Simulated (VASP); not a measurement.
# GaSb in VASP: single point with PBEsol

Aim: the single point of GaSb with PBEsol.

Program: VASP 6.6.1. These are calculated values, not measurements. Logs are shortened: lines on timing, memory, paths and dates and some standing lists are left out, and cuts for length are marked.

## Step 1: The cell of the first run

The cell holds a slab with vacuum, 12 atoms: a = 4.321 Å, b = 6.111 Å, c = 25.803 Å, α = 90.00°, β = 90.00°, γ = 90.00°.

## Step 2: Single point, PBEsol

INCAR

```
PREC = Accurate
ENCUT = 520
EDIFF = 1E-7
ISMEAR = 0
SIGMA = 0.1
LREAL = False
LASPH = True
NELM = 60
ALGO = Normal
ISIF = 2
LWAVE = False
LCHARG = False
LDIPOL = True
IDIPOL = 3
DIPOL = 0.5 0.5 0.500
GGA = PS
NBANDS = 66
```

KPOINTS

```
Automatic mesh
0
Gamma
  8 6 1
```

POSCAR

```
GaSb
1.0
    4.3212908972      0.0000000000      0.0000000000
    0.0000000000      6.1112281938      0.0000000000
    0.0000000000      0.0000000000     25.8032272430
Ga Sb
6 6
Direct
    0.5000000000      0.5000000000      0.2906613165
    0.0000000000      0.0000000000      0.3743967899
    0.5000000000      0.5000000000      0.4581322633
    0.0000000000      0.0000000000      0.5418677367
    0.5000000000      0.5000000000      0.6256032101
    0.0000000000      0.0000000000      0.7093386835
    0.0000000000      0.2500000000      0.2906613165
    0.5000000000      0.7500000000      0.3743967899
    0.0000000000      0.2500000000      0.4581322633
    0.5000000000      0.7500000000      0.5418677367
    0.0000000000      0.2500000000      0.6256032101
    0.5000000000      0.7500000000      0.7093386835
```

Potentials or basis: VASP PAW PBE potentials, release 64 (Ga_d, Sb).

On the command line:

```
> cat potpaw_PBE.64/Ga_d/POTCAR potpaw_PBE.64/Sb/POTCAR > POTCAR
> mpirun -np 1 vasp_std > vasp.out
```

OUTCAR:

```text
PREC = Accurate
   ENCUT = 520
   EDIFF = 1E-7
   ISMEAR = 0
   LREAL = False
   LASPH = True
   NELM = 60
   ISIF = 2
   GGA = PS

 ion  position               nearest neighbor table
   1  0.500  0.500  0.291-   8 2.65   7 2.65   7 2.65
   2  0.000  0.000  0.374-   7 2.65   9 2.65   8 2.65   8 2.65
   3  0.500  0.500  0.458-  10 2.65   8 2.65   9 2.65   9 2.65
   4  0.000  0.000  0.542-   9 2.65  11 2.65  10 2.65  10 2.65
   5  0.500  0.500  0.626-  12 2.65  10 2.65  11 2.65  11 2.65
   6  0.000  0.000  0.709-  11 2.65  12 2.65  12 2.65
   7  0.000  0.250  0.291-   2 2.65   1 2.65   1 2.65
   8  0.500  0.750  0.374-   1 2.65   3 2.65   2 2.65   2 2.65
   9  0.000  0.250  0.458-   4 2.65   2 2.65   3 2.65   3 2.65
  10  0.500  0.750  0.542-   3 2.65   5 2.65   4 2.65   4 2.65
  11  0.000  0.250  0.626-   6 2.65   4 2.65   5 2.65   5 2.65
  12  0.500  0.750  0.709-   5 2.65   6 2.65   6 2.65

  LATTYP: Found a simple orthorhombic cell.
 ALAT       =     4.3212908972
 B/A-ratio  =     1.4142135624
 C/A-ratio  =     5.9711849669

  Lattice vectors:

 A1 = (   4.3212908972,   0.0000000000,   0.0000000000)
 A2 = (   0.0000000000,   6.1112281938,   0.0000000000)
 A3 = (   0.0000000000,   0.0000000000,  25.8032272430)

Analysis of symmetry for initial positions (statically):
=====================================================================
 Subroutine PRICEL returns:
 Original cell was already a primitive cell.

 Routine SETGRP: Setting up the symmetry group for a
 simple orthorhombic supercell.

 Subroutine GETGRP returns: Found  4 space group operations
 (whereof  2 operations were pure point group operations)
 out of a pool of  8 trial point group operations.

The static configuration has the point symmetry C_1h.
 The point group associated with its full space group is C_2v.

Analysis of symmetry for dynamics (positions and initial velocities):
=====================================================================
 Subroutine PRICEL returns:
 Original cell was already a primitive cell.

 Routine SETGRP: Setting up the symmetry group for a
 simple orthorhombic supercell.

 Subroutine GETGRP returns: Found  4 space group operations
 (whereof  2 operations were pure point group operations)
 out of a pool of  8 trial point group operations.

The dynamic configuration has the point symmetry C_1h.
 The point group associated with its full space group is C_2v.

 Subroutine INISYM returns: Found  4 space group operations
 (whereof  2 operations are pure point group operations),
 and found     1 'primitive' translations

----------------------------------------------------------------------------------------

                                     Primitive cell

  volume of cell :     681.4218

  direct lattice vectors                    reciprocal lattice vectors
     4.321290897  0.000000000  0.000000000     0.231412331  0.000000000  0.000000000
     0.000000000  6.111228194  0.000000000     0.000000000  0.163633229  0.000000000
     0.000000000  0.000000000 25.803227243     0.000000000  0.000000000  0.038754842

  length of vectors
     4.321290897  6.111228194 25.803227243     0.231412331  0.163633229  0.038754842

  position of ions in fractional coordinates (direct lattice)
     0.500000000  0.500000000  0.290661316
     0.000000000  0.000000000  0.374396790
     0.500000000  0.500000000  0.458132263
     0.000000000  0.000000000  0.541867737
     0.500000000  0.500000000  0.625603210
     0.000000000  0.000000000  0.709338684
     0.000000000  0.250000000  0.290661316
     0.500000000  0.750000000  0.374396790
     0.000000000  0.250000000  0.458132263
     0.500000000  0.750000000  0.541867737
     0.000000000  0.250000000  0.625603210
     0.500000000  0.750000000  0.709338684

  ion indices of the primitive-cell ions
   primitive index   ion index
                 1           1
                 2           2
                 3           3
                 4           4
                 5           5
                 6           6
                 7           7
                 8           8
                 9           9
                10          10
                11          11
                12          12

----------------------------------------------------------------------------------------

 KPOINTS: Automatic mesh

Automatic generation of k-mesh.
 Grid dimensions read from file:
 generate k-points for:    8    6    1

 Generating k-lattice:

  Cartesian coordinates                     Fractional coordinates (reciprocal lattice)
     0.028926541  0.000000000  0.000000000     0.125000000  0.000000000  0.000000000
     0.000000000  0.027272205  0.000000000     0.000000000  0.166666667  0.000000000
     0.000000000  0.000000000  0.038754842     0.000000000  0.000000000  1.000000000

  Length of vectors
     0.028926541  0.027272205  0.038754842

  Shift w.r.t. Gamma in fractional coordinates (k-lattice)
     0.000000000  0.000000000  0.000000000

 Subroutine IBZKPT returns following result:
 ===========================================

 Found     20 irreducible k-points:

 Following reciprocal coordinates:
            Coordinates               Weight
  0.000000  0.000000  0.000000      1.000000
  0.125000  0.000000  0.000000      2.000000
  0.250000  0.000000  0.000000      2.000000
  0.375000  0.000000  0.000000      2.000000
  0.500000  0.000000  0.000000      1.000000
  0.000000  0.166667  0.000000      2.000000
[... 12 lines left out ...]
  0.375000  0.500000  0.000000      2.000000
  0.500000  0.500000  0.000000      1.000000
   k-points           NKPTS =     20   k-points in BZ     NKDIM =     20   number of bands    NBANDS=     66
   number of dos      NEDOS =    301   number of ions     NIONS =     12
   total plane-waves  NPLWV = 294912
   dimension x,y,z NGX =    32 NGY =   48 NGZ =  192
   dimension x,y,z NGXF=    64 NGYF=   96 NGZF=  384
   ions per type =               6   6
   NGX,Y,Z   is equivalent  to a cutoff of  12.31, 13.06, 12.37 a.u.
   NGXF,Y,Z  is equivalent  to a cutoff of  24.62, 26.12, 24.74 a.u.
 SYSTEM =  unknown system
   PREC   = accura    normal or accurate (medium, high low for compatibility)
   ISTART =      0    job   : 0-new  1-cont  2-samecut
   ICHARG =      2    charge: 1-file 2-atom 10-const
   ISPIN  =      1    spin polarized calculation?
   LNONCOLLINEAR =      F non collinear calculations
   LSORBIT =      F    spin-orbit coupling
   LASPH  =      T    aspherical Exc in radial PAW
   ENCUT  =  520.0 eV  38.22 Ry    6.18 a.u.   8.03 11.36 47.98*2*pi/ulx,y,z
   NELM   =     60;   NELMIN=  2; NELMDL= -5     # of ELM steps
   EDIFF  = 0.1E-06   stopping-criterion for ELM
   LREAL  =      F    real-space projection
   EDIFFG = 0.1E-05   stopping-criterion for IOM
   NSW    =      0    number of steps for IOM
   IBRION =     -1    ionic relax: 0-MD 1-quasi-New 2-CG
   NFREE  =      0    steps in history (QN), initial steepest desc. (CG)
   ISIF   =      2    stress and relaxation
   ISYM   =      2    0-nonsym 1-usesym 2-fastsym
   POTIM  = 0.5000    time-step for ionic-motion
   TEBEG  =    0.0;   TEEND  =   0.0 temperature during run
   PSTRESS=    0.0 pullay stress
   NELECT =     108.0000    total number of electrons
   NUPDOWN=      -1.0000    fix difference up-down
   EMIN   =  10.00;   EMAX   =-10.00  energy-range for DOS
   EFERMI =   0.00;   METHOD = LEGACY
   ISMEAR =     0;   SIGMA  =   0.10  broadening in eV -4-tet -1-fermi 0-gaus
   EFERMI_NEDOS =   21; number of points for ismear=-14 and -15
   IALGO  =     38    algorithm
   IMIX   =      4    mixing-type and parameters
     AMIX     =   0.40;   BMIX     =  1.00
     AMIX_MAG =   1.60;   BMIX_MAG =  1.00
  volume/ion in A,a.u.               =      56.79       383.21
  Fermi-wavevector in a.u.,A,eV,Ry     =   0.885953  1.674209 10.679389  0.784913
  Thomas-Fermi vector in A             =   2.007055
   LORBIT       =      0    0 simple, 1 ext, 2 COOP (PROOUT), +10 PAW based schemes
   GGA     = PS    functional components
   LHFCALC =     F    Hartree Fock is set to
   AEXX    =    0.0000 exact exchange contribution
   IVDW    =     0    specifies the selected vdW correction
   LEPSILON=     F    determine dielectric tensor
   LRPA    =     F    only Hartree local field effects (RPA)
 non-spin polarized calculation
 Gauss-broadening in eV      SIGMA  =   0.10
  energy-cutoff  :      520.00
  volume of cell :      681.42
 maximum number of plane-waves:     18426
   NGX = 17   NGY = 23   NGZ = 95

 dipolmoment           0.000000      0.000000     -0.000000 electrons x Angstroem

 number of electron     108.0000097 magnetization

 dipolmoment           0.000000      0.000000      0.000000 electrons x Angstroem

 Free energy of the ion-electron system (eV)
  ---------------------------------------------------
  ext. energy  EPLUGINS =         0.00000000
  ---------------------------------------------------
  free energy    TOTEN  =       -45.80709818 eV

  energy without entropy =      -45.80278911  energy(sigma->0) =      -45.80494365

 E-fermi :   0.1120     XC(G=0):  -5.2289

 val. band max:        0.0853039888   @ k =   0.0000   0.0000   0.0000
 cond. band min:       0.1802771257   @ k =   0.0000   0.5000   0.0000
 fundamental gap:      0.0949731370
 Fermi energy:         0.1119741869

 k-point     1 :       0.0000    0.0000    0.0000
  band No.  band energies     occupation
      1     -14.9830      2.00000
      2     -14.9829      2.00000
      3     -14.9738      2.00000
      4     -14.9737      2.00000
      5     -14.9464      2.00000
      6     -14.9383      2.00000
[... 1369 lines left out ...]
     65       4.0165      0.00000
     66       4.0165      0.00000

------------------------ aborting loop because EDIFF is reached ----------------------------------------

 vacuum level on the upper side and lower side of the slab       (xc-potential included)        -0.072        -0.072

  FORCE on cell =-STRESS in cart. coord.  units (eV):
  Direction    XX          YY          ZZ          XY          YZ          ZX
  --------------------------------------------------------------------------------------
  -------------------------------------------------------------------------------------
  Total       -1.0819369     -0.9019650      1.2554991      0.0000000      0.0000000      0.0000000
  in kB       -2.5438791     -2.1207245      2.9519634      0.0000000      0.0000000      0.0000000
  external PRESSURE =      -0.5708801 kB  Pullay stress =       0.0000000 kB

 VOLUME and BASIS-vectors are now :
 -----------------------------------------------------------------------------
  energy-cutoff  :      520.00
  volume of cell :      681.42
      direct lattice vectors                 reciprocal lattice vectors
     4.321290897  0.000000000  0.000000000     0.231412331  0.000000000  0.000000000
     0.000000000  6.111228194  0.000000000     0.000000000  0.163633229  0.000000000
     0.000000000  0.000000000 25.803227243     0.000000000  0.000000000  0.038754842

 POSITION                                       TOTAL-FORCE (eV/Angst)
 -----------------------------------------------------------------------------------
      2.16065      3.05561      7.50000         0.000000     -0.626927      0.971803
      0.00000      0.00000      9.66065         0.000000      0.200847      0.192723
      2.16065      3.05561     11.82129         0.000000     -0.142238      0.111451
      0.00000      0.00000     13.98194         0.000000     -0.142238     -0.111451
      2.16065      3.05561     16.14258         0.000000      0.200847     -0.192723
      0.00000      0.00000     18.30323         0.000000     -0.626927     -0.971803
      0.00000      1.52781      7.50000         0.000000      0.007267     -0.986412
      2.16065      4.58342      9.66065         0.000000      0.467387     -0.424268
      0.00000      1.52781     11.82129         0.000000      0.093664      0.070654
      2.16065      4.58342     13.98194         0.000000      0.093664     -0.070654
      0.00000      1.52781     16.14258         0.000000      0.467387      0.424268
      2.16065      4.58342     18.30323         0.000000      0.007267      0.986412
 -----------------------------------------------------------------------------------
    total drift:                                0.000000      0.001790      0.000000

  FREE ENERGIE OF THE ION-ELECTRON SYSTEM (eV)
  ---------------------------------------------------
  free  energy   TOTEN  =       -45.8070981799 eV

  energy  without entropy=      -45.8027891134  energy(sigma->0) =      -45.80494365

 vacuum level on the upper side and lower side of the slab         4.566         4.566
```

Wall time 28 min (1 thread of Oxide Virtual Turin-like, shared host); peak memory 1 GiB.

What came out:

* Free energy: -45.8071 eV
* Largest force: 1.156 eV/Å
* Band gap on the k mesh: 0.10 eV (least direct gap 0.34 eV)

Forces in eV/Å, atoms in the order of the input:
```
Ga   0.000 -0.627  0.972
Ga   0.000  0.201  0.193
Ga   0.000 -0.142  0.111
Ga   0.000 -0.142 -0.111
Ga   0.000  0.201 -0.193
Ga   0.000 -0.627 -0.972
Sb   0.000  0.007 -0.986
Sb   0.000  0.467 -0.424
Sb   0.000  0.094  0.071
Sb   0.000  0.094 -0.071
Sb   0.000  0.467  0.424
Sb   0.000  0.007  0.986
```

Caveat: the PAW data sets were made with another functional, which shifts forces and pressure a little; spin-orbit coupling is left out, which moves the levels of the heavy elements.
